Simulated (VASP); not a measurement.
# Pd (Fm-3m) in VASP: notebook

Pd is run at these levels: PBE; tasks: single point.

All numbers are computed with VASP 6.6.1; they aren't measurements. Logs are shortened: lines on timing, memory, paths and dates and some standing lists are left out, and cuts for length are marked.

## Step 1: The cell of the first run

The structure is cubic, space group Fm-3m (No. 225). Conventional cell: a = 3.862 Å, b = 3.862 Å, c = 3.862 Å, α = 90.00°, β = 90.00°, γ = 90.00°. Pd (site symmetry m-3m) has 12 Pd at 2.73 Å within 3.6 Å.

## Step 2: Single point, PBE

INCAR

```
SYSTEM = Pd
ALGO     = Normal         ! electronic algorithm
EDIFF    = 1E-6           ! SCF threshold, eV
ENCUT    = 520            ! plane-wave cutoff, eV
GGA      = PE             ! functional
ISIF     = 2              ! what is computed and relaxed
ISMEAR   = -1             ! smearing method
LASPH    = .True.         ! aspherical terms in the spheres
LCHARG   = .False.        ! write CHGCAR
LREAL    = .False.        ! projectors in reciprocal space
LWAVE    = .False.        ! write WAVECAR
NBANDS   = 11             ! bands
NELM     = 100            ! most SCF steps
PREC     = Accurate       ! precision mode
SIGMA    = 0.06122561905347299 ! smearing width, eV
```

KPOINTS

```
k-points
0
Gamma
  24 24 24
  0 0 0
```

POSCAR

```
Pd
1.0
    0.0000000000      1.9308504194      1.9308504194
    1.9308504194      0.0000000000      1.9308504194
    1.9308504194      1.9308504194      0.0000000000
Pd
1
Direct
    0.0000000000      0.0000000000      0.0000000000
```

Potentials or basis: VASP PAW PBE potentials, release 64 (Pd).

Command:

```console
$ cat potpaw_PBE.64/Pd/POTCAR > POTCAR
$ mpirun -np 1 vasp_std > vasp.out
```

OUTCAR:

```text
SYSTEM = Pd
   EDIFF = 1E-6
   ENCUT = 520
   GGA = PE
   ISIF = 2
   ISMEAR = -1
   LASPH = .True.
   LREAL = .False.
   NELM = 100
   PREC = Accurate

 ion  position               nearest neighbor table
   1  0.000  0.000  0.000-

  LATTYP: Found a face centered cubic cell.
 ALAT       =     3.8617008388

  Lattice vectors:

 A1 = (   0.0000000000,   1.9308504194,   1.9308504194)
 A2 = (   1.9308504194,   0.0000000000,   1.9308504194)
 A3 = (   1.9308504194,   1.9308504194,   0.0000000000)

Analysis of symmetry for initial positions (statically):
=====================================================================
 Subroutine PRICEL returns:
 Original cell was already a primitive cell.

 Routine SETGRP: Setting up the symmetry group for a
 face centered cubic supercell.

 Subroutine GETGRP returns: Found 48 space group operations
 (whereof 48 operations were pure point group operations)
 out of a pool of 48 trial point group operations.

The static configuration has the point symmetry O_h .

Analysis of symmetry for dynamics (positions and initial velocities):
=====================================================================
 Subroutine PRICEL returns:
 Original cell was already a primitive cell.

 Routine SETGRP: Setting up the symmetry group for a
 face centered cubic supercell.

 Subroutine GETGRP returns: Found 48 space group operations
 (whereof 48 operations were pure point group operations)
 out of a pool of 48 trial point group operations.

The dynamic configuration has the point symmetry O_h .

 Subroutine INISYM returns: Found 48 space group operations
 (whereof 48 operations are pure point group operations),
 and found     1 'primitive' translations

----------------------------------------------------------------------------------------

                                     Primitive cell

  volume of cell :      14.3971

  direct lattice vectors                    reciprocal lattice vectors
     0.000000000  1.930850419  1.930850419    -0.258953254  0.258953254  0.258953254
     1.930850419  0.000000000  1.930850419     0.258953254 -0.258953254  0.258953254
     1.930850419  1.930850419  0.000000000     0.258953254  0.258953254 -0.258953254

  length of vectors
     2.730634850  2.730634850  2.730634850     0.448520194  0.448520194  0.448520194

  position of ions in fractional coordinates (direct lattice)
     0.000000000  0.000000000  0.000000000

  ion indices of the primitive-cell ions
   primitive index   ion index
                 1           1

----------------------------------------------------------------------------------------

 KPOINTS: k-points

Automatic generation of k-mesh.
 Grid dimensions read from file:
 generate k-points for:   24   24   24

 Generating k-lattice:

  Cartesian coordinates                     Fractional coordinates (reciprocal lattice)
    -0.010789719  0.010789719  0.010789719     0.041666667  0.000000000  0.000000000
     0.010789719 -0.010789719  0.010789719     0.000000000  0.041666667  0.000000000
     0.010789719  0.010789719 -0.010789719     0.000000000  0.000000000  0.041666667

  Length of vectors
     0.018688341  0.018688341  0.018688341

  Shift w.r.t. Gamma in fractional coordinates (k-lattice)
     0.000000000  0.000000000  0.000000000

 Subroutine IBZKPT returns following result:
 ===========================================

 Found    413 irreducible k-points:

 Following reciprocal coordinates:
            Coordinates               Weight
  0.000000  0.000000  0.000000      1.000000
  0.041667  0.000000  0.000000      8.000000
  0.083333  0.000000  0.000000      8.000000
  0.125000  0.000000  0.000000      8.000000
  0.166667  0.000000  0.000000      8.000000
  0.208333  0.000000  0.000000      8.000000
[... 16 lines left out ...]
  0.416667  0.041667  0.000000     24.000000
  0.458333  0.041667  0.000000     24.000000
 [... further k-points ...]
   k-points           NKPTS =    413   k-points in BZ     NKDIM =    413   number of bands    NBANDS=     11
   number of dos      NEDOS =    301   number of ions     NIONS =      1
   total plane-waves  NPLWV =   8000
   dimension x,y,z NGX =    20 NGY =   20 NGZ =   20
   dimension x,y,z NGXF=    40 NGYF=   40 NGZF=   40
   ions per type =               1
   NGX,Y,Z   is equivalent  to a cutoff of  12.18, 12.18, 12.18 a.u.
   NGXF,Y,Z  is equivalent  to a cutoff of  24.35, 24.35, 24.35 a.u.
 SYSTEM =  Pd
   PREC   = accura    normal or accurate (medium, high low for compatibility)
   ISTART =      0    job   : 0-new  1-cont  2-samecut
   ICHARG =      2    charge: 1-file 2-atom 10-const
   ISPIN  =      1    spin polarized calculation?
   LNONCOLLINEAR =      F non collinear calculations
   LSORBIT =      F    spin-orbit coupling
   LASPH  =      T    aspherical Exc in radial PAW
   ENCUT  =  520.0 eV  38.22 Ry    6.18 a.u.   5.08  5.08  5.08*2*pi/ulx,y,z
   NELM   =    100;   NELMIN=  2; NELMDL= -5     # of ELM steps
   EDIFF  = 0.1E-05   stopping-criterion for ELM
   LREAL  =      F    real-space projection
   EDIFFG = 0.1E-04   stopping-criterion for IOM
   NSW    =      0    number of steps for IOM
   IBRION =     -1    ionic relax: 0-MD 1-quasi-New 2-CG
   NFREE  =      0    steps in history (QN), initial steepest desc. (CG)
   ISIF   =      2    stress and relaxation
   ISYM   =      2    0-nonsym 1-usesym 2-fastsym
   POTIM  = 0.5000    time-step for ionic-motion
   TEBEG  =    0.0;   TEEND  =   0.0 temperature during run
   PSTRESS=    0.0 pullay stress
   NELECT =      10.0000    total number of electrons
   NUPDOWN=      -1.0000    fix difference up-down
   EMIN   =  10.00;   EMAX   =-10.00  energy-range for DOS
   EFERMI =   0.00;   METHOD = LEGACY
   ISMEAR =    -1;   SIGMA  =   0.06  broadening in eV -4-tet -1-fermi 0-gaus
   EFERMI_NEDOS =   21; number of points for ismear=-14 and -15
   IALGO  =     38    algorithm
   IMIX   =      4    mixing-type and parameters
     AMIX     =   0.40;   BMIX     =  1.00
     AMIX_MAG =   1.60;   BMIX_MAG =  1.00
  volume/ion in A,a.u.               =      14.40        97.16
  Fermi-wavevector in a.u.,A,eV,Ry     =   1.449827  2.739776 28.599426  2.101999
  Thomas-Fermi vector in A             =   2.567509
   LORBIT       =      0    0 simple, 1 ext, 2 COOP (PROOUT), +10 PAW based schemes
   GGA     = PE    functional components
   LHFCALC =     F    Hartree Fock is set to
   AEXX    =    0.0000 exact exchange contribution
   IVDW    =     0    specifies the selected vdW correction
   LEPSILON=     F    determine dielectric tensor
   LRPA    =     F    only Hartree local field effects (RPA)
 non-spin polarized calculation
  energy-cutoff  :      520.00
  volume of cell :       14.40
 maximum number of plane-waves:       399
   NGX = 11   NGY = 11   NGZ = 11

 number of electron      10.0000003 magnetization

 Free energy of the ion-electron system (eV)
  ---------------------------------------------------
  ext. energy  EPLUGINS =         0.00000000
  ---------------------------------------------------
  free energy    TOTEN  =        -5.19956260 eV

  energy without entropy =       -5.17392108  energy(sigma->0) =       -5.18674184

 E-fermi :  10.2125     XC(G=0): -13.3367

 val. band max:       10.2101112414   @ k =  -0.4583   0.2917   0.0000
 cond. band min:      10.2163668670   @ k =   0.5000   0.2500   0.0417
 fundamental gap:      0.0062556256
 Fermi energy:        10.2125074973

 k-point     1 :       0.0000    0.0000    0.0000
  band No.  band energies     occupation
      1       2.8691      2.00000
      2       7.2493      2.00000
      3       7.2493      2.00000
      4       7.2493      2.00000
      5       8.9243      2.00000
      6       8.9243      2.00000
      7      27.4000      0.00000
      8      32.3159      0.00000
      9      32.3159      0.00000
     10      32.3159      0.00000
     11      36.3398      0.00000

 k-point     2 :       0.0417    0.0000    0.0000
  band No.  band energies     occupation
      1       2.9340      2.00000
      2       7.2251      2.00000
      3       7.2725      2.00000
      4       7.2725      2.00000
      5       8.9127      2.00000
      6       8.9127      2.00000
      7      27.4740      0.00000
      8      31.8610      0.00000
      9      32.3937      0.00000
     10      32.3937      0.00000
     11      36.3645      0.00000

 k-point     3 :       0.0833    0.0000    0.0000
  band No.  band energies     occupation
      1       3.1247      2.00000
      2       7.1594      2.00000
      3       7.3373      2.00000
      4       7.3373      2.00000
      5       8.8833      2.00000
      6       8.8833      2.00000
      7      27.6719      0.00000
      8      30.8182      0.00000
      9      32.6206      0.00000
     10      32.6206      0.00000
     11      36.3888      0.00000

 k-point     4 :       0.1250    0.0000    0.0000
  band No.  band energies     occupation
      1       3.4279      2.00000
      2       7.0729      2.00000
      3       7.4278      2.00000
      4       7.4278      2.00000
      5       8.8540      2.00000
      6       8.8540      2.00000
      7      27.8899      0.00000
      8      29.6039      0.00000
      9      32.9764      0.00000
     10      32.9764      0.00000
     11      36.4003      0.00000

 k-point     5 :       0.1667    0.0000    0.0000
  band No.  band energies     occupation
      1       3.8147      2.00000
      2       7.0044      2.00000
      3       7.5151      2.00000
      4       7.5151      2.00000
      5       8.8554      2.00000
      6       8.8554      2.00000
      7      27.6222      0.00000
      8      28.7622      0.00000
      9      33.4220      0.00000
     10      33.4220      0.00000
     11      36.5487      0.00000
[... 211 lines left out ...]
 k-point    21 :       0.3333    0.0417    0.0000
  band No.  band energies     occupation
      1       4.8697      2.00000
      2       7.4021      2.00000
      3       7.4855      2.00000
      4       7.9660      2.00000
      5       9.4942      1.99998
      6       9.6167      1.99988
      7      22.4078      0.00000
      8      27.9146      0.00000
      9      32.5031      0.00000
     10      34.0017      0.00000
     11      36.3847      0.00000

 k-point    22 :       0.3750    0.0417    0.0000
  band No.  band energies     occupation
      1       4.8633      2.00000
      2       7.3121      2.00000
      3       7.4017      2.00000
      4       8.6421      2.00000
      5       9.8436      1.99518
      6       9.9233      1.98238
      7      20.8990      0.00000
      8      27.5043      0.00000
      9      32.0381      0.00000
     10      33.0846      0.00000
     11      36.4166      0.00000

 k-point    23 :       0.4167    0.0417    0.0000
  band No.  band energies     occupation
      1       4.8207      2.00000
      2       7.2349      2.00000
      3       7.3255      2.00000
      4       9.2320      2.00000
      5      10.0302      1.90307
      6      10.4871      0.02231
      7      19.5103      0.00000
      8      27.1636      0.00000
      9      31.6362      0.00000
     10      32.2916      0.00000
     11      36.3882      0.00000

 k-point    24 :       0.4583    0.0417    0.0000
  band No.  band energies     occupation
      1       4.7791      2.00000
      2       7.1828      2.00000
      3       7.2686      2.00000
      4       9.6076      1.99990
      5      10.1487      1.47866
      6      11.1255      0.00000
      7      18.3829      0.00000
      8      26.9300      0.00000
      9      31.3976      0.00000
     10      31.6893      0.00000
     11      36.3843      0.00000

 [... further k-points ...]
[... 5 lines left out ...]
  --------------------------------------------------------------------------------------
  -------------------------------------------------------------------------------------
  Total        1.0940267      1.0940267      1.0940267      0.0000000      0.0000000      0.0000000
  in kB      121.7482234    121.7482234    121.7482234      0.0000000      0.0000000      0.0000000
  external PRESSURE =     121.7482234 kB  Pullay stress =       0.0000000 kB

 VOLUME and BASIS-vectors are now :
 -----------------------------------------------------------------------------
  energy-cutoff  :      520.00
  volume of cell :       14.40
      direct lattice vectors                 reciprocal lattice vectors
     0.000000000  1.930850419  1.930850419    -0.258953254  0.258953254  0.258953254
     1.930850419  0.000000000  1.930850419     0.258953254 -0.258953254  0.258953254
     1.930850419  1.930850419  0.000000000     0.258953254  0.258953254 -0.258953254

 POSITION                                       TOTAL-FORCE (eV/Angst)
 -----------------------------------------------------------------------------------
      0.00000      0.00000      0.00000         0.000000      0.000000      0.000000
 -----------------------------------------------------------------------------------
    total drift:                                0.000000      0.000000      0.000000

  FREE ENERGIE OF THE ION-ELECTRON SYSTEM (eV)
  ---------------------------------------------------
  free  energy   TOTEN  =        -5.1995626037 eV

  energy  without entropy=       -5.1739210824  energy(sigma->0) =       -5.18674184
```

It took 24 s on 1 thread of Intel Xeon Platinum 8559C (Emerald Rapids), shared host; peak memory 0.18 GiB.

What came out:

* Free energy: -5.1996 eV
* Pressure: 12.2 GPa
* Band gap on the k mesh: zero (band 5 reaches 10.51 eV, above the bottom of band 6 at 8.85 eV)

Levels at points of the mesh, in eV from the Fermi level:
```
           k point  band 1  band 2  band 3  band 4  band 5  band 6  band 7  band 8  band 9  band 10
(0.00, 0.00, 0.00)   -7.34   -2.96   -2.96   -2.96   -1.29   -1.29   17.19   22.10   22.10    22.10
(0.50, 0.00, 0.00)   -5.50   -3.02   -3.02   -0.04   -0.04    0.95    7.51   16.55   21.33    21.33
(0.50, 0.50, 0.00)   -5.62   -5.32   -0.07    0.29    0.29    3.34   11.02   13.33   13.33    21.92
```

## Step 3: Single point, PBE

INCAR

```
ALGO = Normal ; EDIFF = 1E-7
ENCUT = 520 ; GGA = PE
ISIF = 2 ; ISMEAR = -1
LASPH = T ; LCHARG = F
LREAL = F ; LWAVE = F
NBANDS = 11 ; NELM = 100
PREC = Accurate ; SIGMA = 0.06122561905347299
```

KPOINTS

```
k-points
0
Gamma
  24 24 24
```

POSCAR is that of step 2.

Potentials or basis: VASP PAW PBE potentials, release 64 (Pd).

Command:

```console
$ cat potpaw_PBE.64/Pd/POTCAR > POTCAR
$ mpirun -np 1 vasp_std > vasp.out
```

It took 27 s on 1 thread of Intel Xeon Platinum 8559C (Emerald Rapids), shared host; peak memory 0.17 GiB.

Results (log left out):

```
Free energy            : -5.1996 eV
Pressure               : 12.2 GPa
Band gap on the k mesh : zero (band 5 reaches 10.51 eV, above the bottom of band 6 at 8.85 eV)
```

Levels at points of the mesh, in eV from the Fermi level:
```tsv
k point	band 3	band 4	band 5	band 6	band 7	band 8
(0.00, 0.00, 0.00)	-2.96	-2.96	-1.29	-1.29	17.19	22.10
(0.50, 0.00, 0.00)	-3.02	-0.04	-0.04	0.95	7.51	16.55
(0.50, 0.50, 0.00)	-0.07	0.29	0.29	3.34	11.02	13.33
```

## Step 4: Single point, PBE

This run uses another cell than the first one, of 14.70 Å³/atom, 1.021 times its volume.

INCAR

```
PREC     = Accurate       # precision mode
ENCUT    = 520            # plane-wave cutoff, eV
EDIFF    = 1E-7           # SCF threshold, eV
ISMEAR   = -1             # smearing method
SIGMA    = 0.06122561905347299 # smearing width, eV
LREAL    = False          # projectors in reciprocal space
LASPH    = True           # aspherical terms in the spheres
NELM     = 80             # most SCF steps
ALGO     = Normal         # electronic algorithm
ISIF     = 2              # what is computed and relaxed
LWAVE    = False          # write WAVECAR
LCHARG   = False          # write CHGCAR
GGA      = PE             # functional
NBANDS   = 11             # bands
```

KPOINTS

```
Automatic mesh
0
Gamma
  24 24 24
```

POSCAR

```
Pd
1.0
    0.0000000000      1.9444484056      1.9444484056
    1.9444484056      0.0000000000      1.9444484056
    1.9444484056      1.9444484056      0.0000000000
Pd
1
Direct
    0.0000000000      0.0000000000      0.0000000000
```

Potentials or basis: VASP PAW PBE potentials, release 64 (Pd).

Command:

```console
$ cat potpaw_PBE.64/Pd/POTCAR > POTCAR
$ mpirun -np 1 vasp_std > vasp.out
```

OUTCAR:

```text
PREC = Accurate
   ENCUT = 520
   EDIFF = 1E-7
   ISMEAR = -1
   LREAL = False
   LASPH = True
   NELM = 80
   ISIF = 2
   GGA = PE

 ion  position               nearest neighbor table
   1  0.000  0.000  0.000-

  LATTYP: Found a face centered cubic cell.
 ALAT       =     3.8888968112

  Lattice vectors:

 A1 = (   0.0000000000,   1.9444484056,   1.9444484056)
 A2 = (   1.9444484056,   0.0000000000,   1.9444484056)
 A3 = (   1.9444484056,   1.9444484056,   0.0000000000)

Analysis of symmetry for initial positions (statically):
=====================================================================
 Subroutine PRICEL returns:
 Original cell was already a primitive cell.

 Routine SETGRP: Setting up the symmetry group for a
 face centered cubic supercell.

 Subroutine GETGRP returns: Found 48 space group operations
 (whereof 48 operations were pure point group operations)
 out of a pool of 48 trial point group operations.

The static configuration has the point symmetry O_h .

Analysis of symmetry for dynamics (positions and initial velocities):
[... 153 lines left out ...]

  energy without entropy =       -5.19216156  energy(sigma->0) =       -5.20532888

 E-fermi :   9.8498     XC(G=0): -13.2045

 val. band max:        9.8456603800   @ k =  -0.4583   0.2917   0.0000
 cond. band min:       9.8516184232   @ k =   0.5000   0.2500   0.0417
 fundamental gap:      0.0059580432
 Fermi energy:         9.8497868510

 k-point     1 :       0.0000    0.0000    0.0000
  band No.  band energies     occupation
      1       2.6726      2.00000
      2       6.9858      2.00000
      3       6.9858      2.00000
      4       6.9858      2.00000
      5       8.6040      2.00000
      6       8.6040      2.00000
      7      27.0316      0.00000
      8      31.8263      0.00000
      9      31.8263      0.00000
     10      31.8263      0.00000
     11      36.0562      0.00000
[... 309 lines left out ...]
 k-point    24 :       0.4583    0.0417    0.0000
  band No.  band energies     occupation
      1       4.5830      2.00000
      2       6.9235      2.00000
      3       7.0062      2.00000
      4       9.2765      1.99983
      5       9.7863      1.47683
      6      10.7830      0.00000
      7      17.8511      0.00000
      8      26.5471      0.00000
      9      30.8188      0.00000
     10      31.1093      0.00000
     11      36.1136      0.00000

 [... further k-points ...]
[... 5 lines left out ...]
  --------------------------------------------------------------------------------------
  -------------------------------------------------------------------------------------
  Total        0.6921648      0.6921648      0.6921648     -0.0000000      0.0000000     -0.0000000
  in kB       75.4224835     75.4224835     75.4224835     -0.0000000      0.0000000     -0.0000000
  external PRESSURE =      75.4224835 kB  Pullay stress =       0.0000000 kB

 VOLUME and BASIS-vectors are now :
 -----------------------------------------------------------------------------
  energy-cutoff  :      520.00
  volume of cell :       14.70
      direct lattice vectors                 reciprocal lattice vectors
     0.000000000  1.944448406  1.944448406    -0.257142333  0.257142333  0.257142333
     1.944448406  0.000000000  1.944448406     0.257142333 -0.257142333  0.257142333
     1.944448406  1.944448406  0.000000000     0.257142333  0.257142333 -0.257142333

 POSITION                                       TOTAL-FORCE (eV/Angst)
 -----------------------------------------------------------------------------------
      0.00000      0.00000      0.00000         0.000000     -0.000000     -0.000000
 -----------------------------------------------------------------------------------
    total drift:                                0.000000      0.000000      0.000000

  FREE ENERGIE OF THE ION-ELECTRON SYSTEM (eV)
  ---------------------------------------------------
  free  energy   TOTEN  =        -5.2184961992 eV

  energy  without entropy=       -5.1921615595  energy(sigma->0) =       -5.20532888
```

Wall time 27 s (1 thread of Intel Xeon Platinum 8559C (Emerald Rapids), shared host); peak memory 0.18 GiB.

Results:

| Quantity | Value |
| --- | --- |
| Free energy | -5.2185 eV |
| Pressure | 7.5 GPa |
| Band gap on the k mesh | zero (band 5 reaches 10.13 eV, above the bottom of band 6 at 8.54 eV) |
